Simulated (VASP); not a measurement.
# Sb2TeO2 (I4/mmm) in VASP: single point with PBE

Aim: the single point of Sb2TeO2 with PBE.

All numbers are computed with VASP 6.6.1; they aren't measurements. Logs are shortened: lines on timing, memory, paths and dates and some standing lists are left out, and cuts for length are marked.

### 1 The cell of the first run

The structure is tetragonal, space group I4/mmm (No. 139). Conventional cell: a = 4.419 Å, b = 4.419 Å, c = 10.285 Å, α = 90.00°, β = 90.00°, γ = 90.00°. Sb (site symmetry -4m2) has 4 O at 2.63 Å and 4 Sb at 3.12 Å and 4 Te at 3.39 Å within 3.5 Å. Te (site symmetry 4/mmm) has 10 O at 3.33 to 3.99 Å and 8 Sb at 3.39 Å within 4.4 Å. O (site symmetry 4mm) has 1 O at 2.30 Å and 4 Sb at 2.63 Å within 3.0 Å.

### 2 Single point, PBE

INCAR

```
PREC     = Accurate       # precision mode
ENCUT    = 520            # plane-wave cutoff, eV
EDIFF    = 1E-7           # SCF threshold, eV
ISMEAR   = 0              # smearing method
SIGMA    = 0.1            # smearing width, eV
LREAL    = F              # projectors in reciprocal space
LASPH    = T              # aspherical terms in the spheres
NELM     = 80             # most SCF steps
ALGO     = Normal         # electronic algorithm
ISIF     = 2              # what is computed and relaxed
LWAVE    = F              # write WAVECAR
LCHARG   = T              # write CHGCAR
GGA      = PE             # functional
LELF     = T              # ELF
LVHAR    = T            
NBANDS   = 22             # bands
```

KPOINTS

```
Automatic mesh
0
Gamma
  6 6 6
```

POSCAR

```
Sb2TeO2
1.0
   -2.2097023900      2.2097023900      5.1424814400
    2.2097023900     -2.2097023900      5.1424814400
    2.2097023900      2.2097023900     -5.1424814400
Sb Te O
2 1 2
Direct
    0.7500000000      0.2500000000      0.5000000000
    0.2500000000      0.7500000000      0.5000000000
    0.0000000000      0.0000000000      0.0000000000
    0.6118986600      0.6118986600      0.0000000000
    0.3881013400      0.3881013400      0.0000000000
```

Potentials or basis: VASP PAW PBE potentials, release 64 (Sb, Te, O).

On the command line:

```bash
> cat potpaw_PBE.64/Sb/POTCAR potpaw_PBE.64/Te/POTCAR potpaw_PBE.64/O/POTCAR > POTCAR
> mpirun -np 1 vasp_std > vasp.out
```

OUTCAR:

```text
PREC = Accurate
   ENCUT = 520
   EDIFF = 1E-7
   ISMEAR = 0
   LREAL = F
   LASPH = T
   NELM = 80
   ISIF = 2
   GGA = PE

 ion  position               nearest neighbor table
   1  0.750  0.250  0.500-   5 2.63   4 2.63   5 2.63   4 2.63   2 3.12   2 3.12   2 3.12   2 3.12
                             3 3.39   3 3.39   3 3.39   3 3.39
   2  0.250  0.750  0.500-   5 2.63   4 2.63   5 2.63   4 2.63   1 3.12   1 3.12   1 3.12   1 3.12
                             3 3.39   3 3.39   3 3.39   3 3.39
   3  0.000  0.000  0.000-   1 3.39   2 3.39   1 3.39   2 3.39   1 3.39   2 3.39   1 3.39   2 3.39

   4  0.612  0.612  0.000-   2 2.63   1 2.63   1 2.63   2 2.63
   5  0.388  0.388  0.000-   1 2.63   2 2.63   2 2.63   1 2.63

  LATTYP: Found a body centered tetragonal cell.
 ALAT       =     4.4194047800
 C/A-ratio  =     2.3272280753

  Lattice vectors:

 A1 = (  -2.2097023900,   2.2097023900,   5.1424814400)
 A2 = (   2.2097023900,  -2.2097023900,   5.1424814400)
 A3 = (   2.2097023900,   2.2097023900,  -5.1424814400)

Analysis of symmetry for initial positions (statically):
=====================================================================
 Subroutine PRICEL returns:
 Original cell was already a primitive cell.

 Routine SETGRP: Setting up the symmetry group for a
 body centered tetragonal supercell.

 Subroutine GETGRP returns: Found 16 space group operations
 (whereof 16 operations were pure point group operations)
 out of a pool of 16 trial point group operations.

The static configuration has the point symmetry D_4h.

Analysis of symmetry for dynamics (positions and initial velocities):
=====================================================================
 Subroutine PRICEL returns:
 Original cell was already a primitive cell.

 Routine SETGRP: Setting up the symmetry group for a
 body centered tetragonal supercell.

 Subroutine GETGRP returns: Found 16 space group operations
 (whereof 16 operations were pure point group operations)
 out of a pool of 16 trial point group operations.

The dynamic configuration has the point symmetry D_4h.

 Subroutine INISYM returns: Found 16 space group operations
 (whereof 16 operations are pure point group operations),
 and found     1 'primitive' translations

----------------------------------------------------------------------------------------

                                     Primitive cell

  volume of cell :     100.4385

  direct lattice vectors                    reciprocal lattice vectors
    -2.209702390  2.209702390  5.142481440     0.000000000  0.226274815  0.097229325
     2.209702390 -2.209702390  5.142481440     0.226274815  0.000000000  0.097229325
     2.209702390  2.209702390 -5.142481440     0.226274815  0.226274815  0.000000000

  length of vectors
     6.017531443  6.017531443  6.017531443     0.246279990  0.246279990  0.320000913

  position of ions in fractional coordinates (direct lattice)
     0.750000000  0.250000000  0.500000000
     0.250000000  0.750000000  0.500000000
     0.000000000  0.000000000  0.000000000
     0.611898660  0.611898660  0.000000000
     0.388101340  0.388101340  0.000000000

  ion indices of the primitive-cell ions
   primitive index   ion index
                 1           1
                 2           2
                 3           3
                 4           4
                 5           5

----------------------------------------------------------------------------------------

 KPOINTS: Automatic mesh

Automatic generation of k-mesh.
 Grid dimensions read from file:
 generate k-points for:    6    6    6

 Generating k-lattice:

  Cartesian coordinates                     Fractional coordinates (reciprocal lattice)
     0.000000000  0.037712469  0.016204888     0.166666667  0.000000000 -0.000000000
     0.037712469  0.000000000  0.016204888     0.000000000  0.166666667 -0.000000000
     0.037712469  0.037712469  0.000000000     0.000000000  0.000000000  0.166666667

  Length of vectors
     0.041046665  0.041046665  0.053333485

  Shift w.r.t. Gamma in fractional coordinates (k-lattice)
     0.000000000  0.000000000  0.000000000

 Subroutine IBZKPT returns following result:
 ===========================================

 Found     30 irreducible k-points:

 Following reciprocal coordinates:
            Coordinates               Weight
  0.000000  0.000000  0.000000      1.000000
  0.166667  0.000000 -0.000000      8.000000
  0.333333 -0.000000  0.000000      8.000000
  0.500000  0.000000 -0.000000      4.000000
  0.166667  0.166667 -0.000000      8.000000
  0.333333  0.166667  0.000000     16.000000
[... 16 lines left out ...]
 -0.333333 -0.333333  0.166667      8.000000
 -0.166667 -0.333333  0.166667      8.000000
 [... further k-points ...]
   k-points           NKPTS =     30   k-points in BZ     NKDIM =     30   number of bands    NBANDS=     22
   number of dos      NEDOS =    301   number of ions     NIONS =      5
   total plane-waves  NPLWV = 110592
   dimension x,y,z NGX =    48 NGY =   48 NGZ =   48
   dimension x,y,z NGXF=    96 NGYF=   96 NGZF=   96
   ions per type =               2   1   2
   NGX,Y,Z   is equivalent  to a cutoff of  13.26, 13.26, 13.26 a.u.
   NGXF,Y,Z  is equivalent  to a cutoff of  26.52, 26.52, 26.52 a.u.
 SYSTEM =  unknown system
   PREC   = accura    normal or accurate (medium, high low for compatibility)
   ISTART =      0    job   : 0-new  1-cont  2-samecut
   ICHARG =      2    charge: 1-file 2-atom 10-const
   ISPIN  =      1    spin polarized calculation?
   LNONCOLLINEAR =      F non collinear calculations
   LSORBIT =      F    spin-orbit coupling
   LASPH  =      T    aspherical Exc in radial PAW
   ENCUT  =  520.0 eV  38.22 Ry    6.18 a.u.  11.19 11.19 11.19*2*pi/ulx,y,z
   NELM   =     80;   NELMIN=  2; NELMDL= -5     # of ELM steps
   EDIFF  = 0.1E-06   stopping-criterion for ELM
   LREAL  =      F    real-space projection
   EDIFFG = 0.1E-05   stopping-criterion for IOM
   NSW    =      0    number of steps for IOM
   IBRION =     -1    ionic relax: 0-MD 1-quasi-New 2-CG
   NFREE  =      0    steps in history (QN), initial steepest desc. (CG)
   ISIF   =      2    stress and relaxation
   ISYM   =      2    0-nonsym 1-usesym 2-fastsym
   POTIM  = 0.5000    time-step for ionic-motion
   TEBEG  =    0.0;   TEEND  =   0.0 temperature during run
   PSTRESS=    0.0 pullay stress
   NELECT =      28.0000    total number of electrons
   NUPDOWN=      -1.0000    fix difference up-down
   EMIN   =  10.00;   EMAX   =-10.00  energy-range for DOS
   EFERMI =   0.00;   METHOD = LEGACY
   ISMEAR =     0;   SIGMA  =   0.10  broadening in eV -4-tet -1-fermi 0-gaus
   EFERMI_NEDOS =   21; number of points for ismear=-14 and -15
   IALGO  =     38    algorithm
   IMIX   =      4    mixing-type and parameters
     AMIX     =   0.40;   BMIX     =  1.00
     AMIX_MAG =   1.60;   BMIX_MAG =  1.00
  volume/ion in A,a.u.               =      20.09       135.56
  Fermi-wavevector in a.u.,A,eV,Ry     =   1.069451  2.020969 15.561319  1.143725
  Thomas-Fermi vector in A             =   2.205130
   LORBIT       =      0    0 simple, 1 ext, 2 COOP (PROOUT), +10 PAW based schemes
   GGA     = PE    functional components
   LHFCALC =     F    Hartree Fock is set to
   AEXX    =    0.0000 exact exchange contribution
   IVDW    =     0    specifies the selected vdW correction
   LEPSILON=     F    determine dielectric tensor
   LRPA    =     F    only Hartree local field effects (RPA)
 non-spin polarized calculation
 Gauss-broadening in eV      SIGMA  =   0.10
  energy-cutoff  :      520.00
  volume of cell :      100.44
 maximum number of plane-waves:      2727
 NGX is ok and might be reduce to    48
   NGX = 23   NGY = 23   NGZ = 23

 number of electron      28.0000000 magnetization

 Free energy of the ion-electron system (eV)
  ---------------------------------------------------
  ext. energy  EPLUGINS =         0.00000000
  ---------------------------------------------------
  free energy    TOTEN  =       -20.16982596 eV

  energy without entropy =      -20.16035261  energy(sigma->0) =      -20.16508929

 E-fermi :   6.7599     XC(G=0): -10.2263

 val. band max:        6.7407912920   @ k =  -0.1667  -0.3333   0.1667
 cond. band min:       6.7932636866   @ k =   0.5000   0.5000   0.3333
 fundamental gap:      0.0524723947
 Fermi energy:         6.7598876299

 k-point     1 :       0.0000    0.0000    0.0000
  band No.  band energies     occupation
      1     -10.8828      2.00000
      2      -9.8719      2.00000
      3      -4.9356      2.00000
      4      -2.4055      2.00000
      5       0.1363      2.00000
      6       2.0539      2.00000
[... 14 lines left out ...]
     21      12.7388      0.00000
     22      13.4216      0.00000

 k-point     2 :       0.1667    0.0000   -0.0000
  band No.  band energies     occupation
      1     -10.8204      2.00000
      2      -9.8944      2.00000
      3      -4.8644      2.00000
      4      -2.4406      2.00000
      5      -0.8160      2.00000
      6       2.1811      2.00000
[... 14 lines left out ...]
     21      13.2987      0.00000
     22      14.7335      0.00000

 k-point     3 :       0.3333   -0.0000    0.0000
  band No.  band energies     occupation
      1     -10.6791      2.00000
      2      -9.9535      2.00000
      3      -4.6453      2.00000
      4      -2.7385      2.00000
      5      -1.7969      2.00000
      6       2.5561      2.00000
[... 14 lines left out ...]
     21      13.7807      0.00000
     22      15.2627      0.00000
[... 476 lines left out ...]
 k-point    23 :      -0.3333   -0.3333    0.1667
  band No.  band energies     occupation
      1     -10.6167      2.00000
      2     -10.0915      2.00000
      3      -4.3796      2.00000
      4      -3.2494      2.00000
      5      -1.3690      2.00000
      6       1.8675      2.00000
[... 14 lines left out ...]
     21      12.8649      0.00000
     22      14.4483      0.00000

 k-point    24 :      -0.1667   -0.3333    0.1667
  band No.  band energies     occupation
      1     -10.7205      2.00000
      2     -10.0217      2.00000
      3      -4.6241      2.00000
      4      -2.9734      2.00000
      5      -0.8271      2.00000
      6       1.9260      2.00000
[... 14 lines left out ...]
     21      12.8671      0.00000
     22      14.3772      0.00000

 [... further k-points ...]
[... 5 lines left out ...]
  --------------------------------------------------------------------------------------
  -------------------------------------------------------------------------------------
  Total        0.9879599      0.9879599     -8.9470105      0.0000000      0.0000000      0.0000000
  in kB       15.7597596     15.7597596   -142.7211172      0.0000000      0.0000000      0.0000000
  external PRESSURE =     -37.0671993 kB  Pullay stress =       0.0000000 kB

 VOLUME and BASIS-vectors are now :
 -----------------------------------------------------------------------------
  energy-cutoff  :      520.00
  volume of cell :      100.44
      direct lattice vectors                 reciprocal lattice vectors
    -2.209702390  2.209702390  5.142481440     0.000000000  0.226274815  0.097229325
     2.209702390 -2.209702390  5.142481440     0.226274815  0.000000000  0.097229325
     2.209702390  2.209702390 -5.142481440     0.226274815  0.226274815  0.000000000

 POSITION                                       TOTAL-FORCE (eV/Angst)
 -----------------------------------------------------------------------------------
      0.00000      2.20970      2.57124         0.000000      0.000000     -0.000000
      2.20970      0.00000      2.57124         0.000000      0.000000     -0.000000
      0.00000      0.00000      0.00000         0.000000      0.000000     -0.000000
      0.00000      0.00000      6.29336        -0.000000     -0.000000      2.894991
      0.00000      0.00000      3.99161        -0.000000     -0.000000     -2.894991
 -----------------------------------------------------------------------------------
    total drift:                                0.000000      0.000000     -0.000000

  FREE ENERGIE OF THE ION-ELECTRON SYSTEM (eV)
  ---------------------------------------------------
  free  energy   TOTEN  =       -20.1698259633 eV

  energy  without entropy=      -20.1603526083  energy(sigma->0) =      -20.16508929
```

Run time: 2.9 min. Hardware: 1 thread of AMD EPYC 7R43 (Zen 3), shared host; peak memory 0.3 GiB.

What came out:

```
Free energy            : -20.1698 eV
Pressure               : -3.7 GPa
Largest force          : 2.895 eV/Å
Band gap on the k mesh : zero (band 14 reaches 6.79 eV, above the bottom of band 15 at 6.56 eV)
```

Forces on the atoms (eV/Å):
```
Sb   0.000  0.000  0.000
Sb   0.000  0.000  0.000
Te   0.000  0.000  0.000
O    0.000  0.000  2.895
O    0.000  0.000 -2.895
```

Caveat: spin-orbit coupling is left out, which moves the levels of the heavy elements; forces of over 1 eV/Å act on the atoms, so gaps and moduli don't describe the material at rest.
